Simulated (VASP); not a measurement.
# Mg4C3: relaxation of cell and atoms with PBE

Crystal: Mg4C3.

```
CELL_PARAMETERS angstrom
4.51665 0.00000 0.00000
-2.25833 3.91154 0.00000
0.00000 0.00000 5.11048
ATOMIC_POSITIONS crystal
Mg 0.00000 0.00000 0.23566
Mg 0.00000 0.00000 0.76434
Mg 0.33333 0.66667 0.50000
Mg 0.66667 0.33333 0.50000
C 0.50000 0.00000 0.00000
C 0.00000 0.50000 0.00000
C 0.50000 0.50000 0.00000
```

The cell was built from a structure type or drawn by symmetry, and may not be a known phase.

- Program: VASP 6.6.1
- Task: relaxation of cell and atoms
- Functional: PBE
- Potentials or basis: VASP PAW PBE potentials, release 64 (Mg, C)
- Cutoff: 600 eV
- k mesh: 9 × 9 × 8
- Occupations: gaussian, width 0.1 eV
- Spin: no spin polarisation
- Dipole correction: no
- Further INCAR settings: ALGO = Normal; EDIFF = 1e-07; IBRION = 2; EDIFFG = -0.01; NSW = 100; ISIF = 3

The relaxed volume is 12.76 Å³/atom. The relaxed cell is a = 4.572 Å, b = 4.572 Å, c = 4.935 Å, α = 90.00°, β = 90.00°, γ = 120.00°. The space group after relaxing (to 0.1 Å) is P6/mmm (No. 191) and the energy gained by relaxing is 6.0 meV/atom. The ionic steps are 7 and the pressure after relaxing is 0.0 GPa. The band gap on the k mesh is zero (bands 10 and 11 overlap by 2.53 eV).

Forces in eV/Å, atoms in the order of the input:
```
Mg   0.000  0.000 -0.002
Mg   0.000  0.000  0.002
Mg   0.000  0.000  0.000
Mg   0.000  0.000  0.000
C    0.000  0.000  0.000
C    0.000  0.000  0.000
C    0.000  0.000  0.000
```

Step by step:
| step | energy change (eV) | largest force (eV/Å) | pressure (GPa) | volume (Å³) |
| --- | --- | --- | --- | --- |
| 1 | 0.0000 | 0.2920 | -0.33 | 90.29 |
| 2 | -0.0231 | 0.0994 | -0.21 | 89.94 |
| 3 | -0.0272 | 0.3714 | -0.12 | 89.71 |
| 4 | -0.0398 | 0.2183 | 0.04 | 89.35 |
| 5 | -0.0412 | 0.1427 | 0.14 | 89.18 |
| 6 | -0.0419 | 0.0712 | -0.01 | 89.39 |
| 7 | -0.0422 | 0.0024 | 0.04 | 89.32 |

Final structure:
```
CELL_PARAMETERS angstrom
4.57163 0.00000 0.00000
-2.28581 3.95915 0.00000
0.00000 0.00000 4.93510
ATOMIC_POSITIONS crystal
Mg 0.00000 0.00000 0.23546
Mg 0.00000 0.00000 0.76454
Mg 0.33333 0.66667 0.50000
Mg 0.66667 0.33333 0.50000
C 0.50000 0.00000 0.00000
C 0.00000 0.50000 0.00000
C 0.50000 0.50000 0.00000
```

Levels at points of the mesh, in eV from the Fermi level:
```tsv
k point	band 7	band 8	band 9	band 10	band 11	band 12	band 13	band 14
(0.00, 0.00, 0.00)	-3.93	-3.93	0.18	0.18	1.48	2.65	2.65	3.16
(0.00, 0.00, 0.50)	-3.79	-0.76	-0.76	-0.65	1.50	1.50	1.50	3.43
```

Wall time 7.3 min on 1 thread of Intel(R) Xeon(R) Platinum 8375C CPU @ 2.90GHz (Ice Lake) (shared host), peak memory 0.29 GiB.
